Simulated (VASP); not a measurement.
# TiB (I-4m2) in VASP: further runs

The runs below take TiB through single point, with PBEsol.

Program: VASP 6.6.1. These are calculated values, not measurements. Logs are shortened: lines on timing, memory, paths and dates and some standing lists are left out, and cuts for length are marked.

## (1) The cell of the first run

It takes space group I-4m2 (No. 119, tetragonal). Conventional cell: a = 2.971 Å, b = 2.971 Å, c = 4.423 Å, α = 90.00°, β = 90.00°, γ = 90.00°. Within 2.5 Å of Ti (site symmetry -4m2) lie 4 B at 1.85 Å. Within 2.5 Å of B (site symmetry -4m2) lie 4 Ti at 1.85 Å.

## (2) Single point, PBEsol (strain +0.0525 x Voigt [0, 0, 1, 0, 0, 0])

The input, INCAR:

```
  PREC = Accurate
  ENCUT = 520
  EDIFF = 1E-6
  ISMEAR = 0
  SIGMA = 0.15
  LREAL = False
  LASPH = True
  NELM = 60
  ALGO = Normal
  ISIF = 2
  LWAVE = False
  LCHARG = False
  GGA = PS
  NBANDS = 14
```

The input, KPOINTS:

```
regular mesh
0
Gamma
  20 20 20
```

The input, POSCAR:

```
TiB
1.0
    0.0000000000      2.1010000000      2.2113025000
    2.1010000000      0.0000000000      2.2113025000
    2.1010000000      2.1010000000      0.0000000000
Ti B
1 1
Direct
    0.7500000000      0.7500000000      0.7500000000
    0.0000000000      0.0000000000      0.0000000000
```

Potentials or basis: VASP PAW PBE potentials, release 64 (Ti_sv, B).

Launch:

```sh
$ cat potpaw_PBE.64/Ti_sv/POTCAR potpaw_PBE.64/B/POTCAR > POTCAR
$ mpirun -np 1 vasp_std > vasp.out
```

OUTCAR:

```text
PREC = Accurate
   ENCUT = 520
   EDIFF = 1E-6
   ISMEAR = 0
   LREAL = False
   LASPH = True
   NELM = 60
   ISIF = 2
   GGA = PS

 ion  position               nearest neighbor table
   1  0.750  0.750  0.750-   2 1.85   2 1.85   2 1.85   2 1.85
   2  0.000  0.000  0.000-   1 1.85   1 1.85   1 1.85   1 1.85

  LATTYP: Found a body centered tetragonal cell.
 ALAT       =     2.9712626945
 C/A-ratio  =     1.4884597744

  Lattice vectors:

 A1 = (  -2.1010000000,   0.0000000000,   2.2113025000)
 A2 = (   2.1010000000,   0.0000000000,   2.2113025000)
 A3 = (   0.0000000000,   2.1010000000,  -2.2113025000)

Analysis of symmetry for initial positions (statically):
=====================================================================
 Subroutine PRICEL returns:
 Original cell was already a primitive cell.

 Routine SETGRP: Setting up the symmetry group for a
 body centered tetragonal supercell.

 Subroutine GETGRP returns: Found  8 space group operations
 (whereof  8 operations were pure point group operations)
 out of a pool of 16 trial point group operations.

The static configuration has the point symmetry D_2d.

Analysis of symmetry for dynamics (positions and initial velocities):
=====================================================================
 Subroutine PRICEL returns:
 Original cell was already a primitive cell.

 Routine SETGRP: Setting up the symmetry group for a
 body centered tetragonal supercell.

 Subroutine GETGRP returns: Found  8 space group operations
 (whereof  8 operations were pure point group operations)
 out of a pool of 16 trial point group operations.

The dynamic configuration has the point symmetry D_2d.

 Subroutine INISYM returns: Found  8 space group operations
 (whereof  8 operations are pure point group operations),
 and found     1 'primitive' translations

----------------------------------------------------------------------------------------

                                     Primitive cell

  volume of cell :      19.5223

  direct lattice vectors                    reciprocal lattice vectors
     0.000000000  2.101000000  2.211302500    -0.237981913  0.237981913  0.226111082
     2.101000000  0.000000000  2.211302500     0.237981913 -0.237981913  0.226111082
     2.101000000  2.101000000  0.000000000     0.237981913  0.237981913 -0.226111082

  length of vectors
     3.050255685  3.050255685  2.971262695     0.405459003  0.405459003  0.405459003

  position of ions in fractional coordinates (direct lattice)
     0.750000000  0.750000000  0.750000000
     0.000000000  0.000000000  0.000000000

  ion indices of the primitive-cell ions
   primitive index   ion index
[... 82 lines left out ...]
   POTIM  = 0.5000    time-step for ionic-motion
   TEBEG  =    0.0;   TEEND  =   0.0 temperature during run
   PSTRESS=    0.0 pullay stress
   NELECT =      15.0000    total number of electrons
   NUPDOWN=      -1.0000    fix difference up-down
   EMIN   =  10.00;   EMAX   =-10.00  energy-range for DOS
   EFERMI =   0.00;   METHOD = LEGACY
   ISMEAR =     0;   SIGMA  =   0.15  broadening in eV -4-tet -1-fermi 0-gaus
   EFERMI_NEDOS =   21; number of points for ismear=-14 and -15
   IALGO  =     38    algorithm
   IMIX   =      4    mixing-type and parameters
     AMIX     =   0.40;   BMIX     =  1.00
     AMIX_MAG =   1.60;   BMIX_MAG =  1.00
  volume/ion in A,a.u.               =       9.76        65.87
  Fermi-wavevector in a.u.,A,eV,Ry     =   1.499438  2.833527 30.590171  2.248314
  Thomas-Fermi vector in A             =   2.611068
   LORBIT       =      0    0 simple, 1 ext, 2 COOP (PROOUT), +10 PAW based schemes
   GGA     = PS    functional components
   LHFCALC =     F    Hartree Fock is set to
   AEXX    =    0.0000 exact exchange contribution
   IVDW    =     0    specifies the selected vdW correction
   LEPSILON=     F    determine dielectric tensor
   LRPA    =     F    only Hartree local field effects (RPA)
 non-spin polarized calculation
 Gauss-broadening in eV      SIGMA  =   0.15
  energy-cutoff  :      520.00
  volume of cell :       19.52
 maximum number of plane-waves:       548
   NGX = 11   NGY = 11   NGZ = 11

 number of electron      15.0000003 magnetization

 Free energy of the ion-electron system (eV)
  ---------------------------------------------------
  ext. energy  EPLUGINS =         0.00000000
  ---------------------------------------------------
  free energy    TOTEN  =       -11.73963800 eV

  energy without entropy =      -11.72948696  energy(sigma->0) =      -11.73456248

 E-fermi :   8.6392     XC(G=0): -12.6536

 val. band max:        8.6364943937   @ k =  -0.3500   0.2500   0.0000
 cond. band min:       8.6436890696   @ k =   0.3500   0.3000   0.0000
 fundamental gap:      0.0071946759
 Fermi energy:         8.6391943577

 k-point     1 :       0.0000    0.0000    0.0000
  band No.  band energies     occupation
      1     -46.1193      2.00000
      2     -22.3868      2.00000
      3     -22.3355      2.00000
      4     -22.3355      2.00000
      5      -0.2914      2.00000
      6       6.7272      2.00000
      7       6.9094      2.00000
      8       6.9094      2.00000
      9      11.4549      0.00000
     10      12.0380      0.00000
     11      20.3863      0.00000
     12      20.4427      0.00000
     13      21.1395      0.00000
     14      21.1395      0.00000
[... 377 lines left out ...]
      1     -46.0371      2.00000
      2     -22.9151      2.00000
      3     -22.4885      2.00000
      4     -22.3965      2.00000
      5       2.4542      2.00000
      6       6.0133      2.00000
      7       7.2794      2.00000
      8       7.7308      2.00000
      9      11.8352      0.00000
     10      12.3433      0.00000
     11      15.4479      0.00000
     12      18.7272      0.00000
     13      19.4338      0.00000
     14      21.0956      0.00000

 [... further k-points ...]
[... 5 lines left out ...]
  --------------------------------------------------------------------------------------
  -------------------------------------------------------------------------------------
  Total       10.7914518     10.7914518     11.8371320      0.0000000      0.0000000      0.0000000
  in kB      885.6460703    885.6460703    971.4642356      0.0000000      0.0000000      0.0000000
  external PRESSURE =     914.2521254 kB  Pullay stress =       0.0000000 kB

 VOLUME and BASIS-vectors are now :
 -----------------------------------------------------------------------------
  energy-cutoff  :      520.00
  volume of cell :       19.52
      direct lattice vectors                 reciprocal lattice vectors
     0.000000000  2.101000000  2.211302500    -0.237981913  0.237981913  0.226111082
     2.101000000  0.000000000  2.211302500     0.237981913 -0.237981913  0.226111082
     2.101000000  2.101000000  0.000000000     0.237981913  0.237981913 -0.226111082

 POSITION                                       TOTAL-FORCE (eV/Angst)
 -----------------------------------------------------------------------------------
      3.15150      3.15150      3.31695         0.000000      0.000000      0.000000
      0.00000      0.00000      0.00000        -0.000000     -0.000000     -0.000000
 -----------------------------------------------------------------------------------
    total drift:                               -0.000000     -0.000000      0.000003

  FREE ENERGIE OF THE ION-ELECTRON SYSTEM (eV)
  ---------------------------------------------------
  free  energy   TOTEN  =       -11.7396380034 eV

  energy  without entropy=      -11.7294869626  energy(sigma->0) =      -11.73456248
```

OSZICAR:

```text
N       E                     dE             d eps       ncg     rms          rms(c)
DAV:   1     0.122684896603E+03    0.12268E+03   -0.79189E+03 17968   0.130E+03
DAV:   2    -0.463281353994E+01   -0.12732E+03   -0.12087E+03 18524   0.335E+02
DAV:   3    -0.140196038919E+02   -0.93868E+01   -0.90674E+01 26806   0.853E+01
DAV:   4    -0.146064234107E+02   -0.58682E+00   -0.58606E+00 20936   0.157E+01
DAV:   5    -0.146155737386E+02   -0.91503E-02   -0.91494E-02 24270   0.196E+00    0.236E+01
DAV:   6    -0.116364858028E+02    0.29791E+01   -0.65056E+00 25482   0.406E+01    0.540E+00
DAV:   7    -0.116880294822E+02   -0.51544E-01   -0.70594E-01 18110   0.934E+00    0.476E+00
DAV:   8    -0.117351587488E+02   -0.47129E-01   -0.11561E-01 25812   0.274E+00    0.825E-01
DAV:   9    -0.117397408487E+02   -0.45821E-02   -0.10335E-02 18284   0.100E+00    0.193E-01
DAV:  10    -0.117397007993E+02    0.40049E-04   -0.19458E-03 21644   0.485E-01    0.175E-01
DAV:  11    -0.117396122786E+02    0.88521E-04   -0.31992E-04 19040   0.204E-01    0.778E-02
DAV:  12    -0.117396367389E+02   -0.24460E-04   -0.10721E-04 20120   0.113E-01    0.596E-03
DAV:  13    -0.117396377417E+02   -0.10028E-05   -0.69953E-06 20252   0.200E-02    0.267E-03
DAV:  14    -0.117396380034E+02   -0.26163E-06   -0.50414E-07 10574   0.673E-03
   1 F= -.11739638E+02 E0= -.11734562E+02  d E =-.101510E-01
```

It took 82 s on 1 thread of Intel Xeon 6975P-C, shared host; peak memory 0.3 GiB.

Results:

| Item | Value |
| --- | --- |
| Free energy | -11.7396 eV |
| Pressure | 91.4 GPa |

Stress tensor (GPa, compression positive):
```
88.56  0.00  0.00
 0.00 88.56  0.00
 0.00  0.00 97.15
```

Caveat: the cell differs from its parent crystal (strain +0.0525 x Voigt [0, 0, 1, 0, 0, 0]); the PAW data sets were made with another functional, which shifts forces and pressure a little.

## (3) Single point, PBEsol (strain +0.0600 x Voigt [0, 0, 1, 0, 0, 0])

The input, INCAR:

```
PREC     = Accurate       # precision mode
ENCUT    = 520            # plane-wave cutoff, eV
EDIFF    = 1E-6           # SCF threshold, eV
ISMEAR   = 0              # smearing method
SIGMA    = 0.15           # smearing width, eV
LREAL    = F              # projectors in reciprocal space
LASPH    = T              # aspherical terms in the spheres
NELM     = 100            # most SCF steps
ALGO     = Normal         # electronic algorithm
ISIF     = 2              # what is computed and relaxed
LWAVE    = F              # write WAVECAR
LCHARG   = F              # write CHGCAR
GGA      = PS             # functional
NBANDS   = 14             # bands
```

The input, KPOINTS:

```
Automatic mesh
0
Gamma
  20 20 20
```

The input, POSCAR:

```
TiB
1.0
    0.0000000000      2.1010000000      2.2270600000
    2.1010000000      0.0000000000      2.2270600000
    2.1010000000      2.1010000000      0.0000000000
Ti B
1 1
Direct
    0.7500000000      0.7500000000      0.7500000000
    0.0000000000      0.0000000000      0.0000000000
```

Potentials or basis: VASP PAW PBE potentials, release 64 (Ti_sv, B).

Launch:

```sh
$ cat potpaw_PBE.64/Ti_sv/POTCAR potpaw_PBE.64/B/POTCAR > POTCAR
$ mpirun -np 1 vasp_std > vasp.out
```

Wall time 97 s (1 thread of Intel Xeon 6975P-C, shared host); peak memory 0.3 GiB.

It converged, with:

```
Free energy : -11.8231 eV
Pressure    : 88.7 GPa
```

Stress tensor (GPa, compression positive):
```
85.60  0.00  0.00
 0.00 85.60  0.00
 0.00  0.00 94.93
```

Levels at points of the mesh, in eV from the Fermi level:
```csv
k point,band 6,band 7,band 8,band 9,band 10,band 11
"(0.00, 0.00, 0.00)",-1.91,-1.70,-1.70,2.75,3.41,11.60
"(0.50, 0.00, 0.00)",-2.58,-1.38,-0.87,3.83,3.99,5.57
"(0.50, 0.50, 0.00)",-4.29,0.42,1.93,1.93,4.50,5.81
"(0.50, 0.00, 0.50)",-4.32,1.15,1.42,1.78,4.33,5.57
```

Caveat: the cell differs from its parent crystal (strain +0.0600 x Voigt [0, 0, 1, 0, 0, 0]); the PAW data sets were made with another functional, which shifts forces and pressure a little.
